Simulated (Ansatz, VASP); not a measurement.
# One calculation of Ru, two programs

```
Ru
1.0
    -1.32325    1.32325    2.01313
     1.32325   -1.32325    2.01313
     1.32325    1.32325   -2.01313
Ru
1
Direct
  0.00000 0.00000 0.00000
```

Alike in both runs: task single point; functional PBEsol; k mesh 10 × 10 × 10; occupations gaussian, width 0.1 eV; no spin polarisation.

|  | VASP | Ansatz |
| --- | --- | --- |
| version | VASP 6.6.1 | Ansatz 0.2.0 |
| potentials or method | VASP PAW PBE potentials, release 64 (Ru_pv), cutoff 500 eV | scalar-relativistic, plane waves, PAW |
| valence electrons in the cell | 14 | 16 |

|  | VASP | Ansatz | Ansatz less VASP |
| --- | --- | --- | --- |
| gap on the k mesh at the Fermi level (eV) | none | none | - |
| pressure (GPa) | -14.5 | -14.4 | +0.08 |
| traceless stress, the component that is largest in VASP (GPa) | -11.83 | -11.86 | -0.024 |

VASP's potentials were made for PBE, not for PBEsol. A gap of «none» marks a metal or a gap that the smearing closes. With one functional, cell and mesh, what is left measures potentials, basis and numerics. VASP's potentials hold 14 valence electrons a cell and Ansatz's 16, so a difference there can come from the potentials and not from the codes.
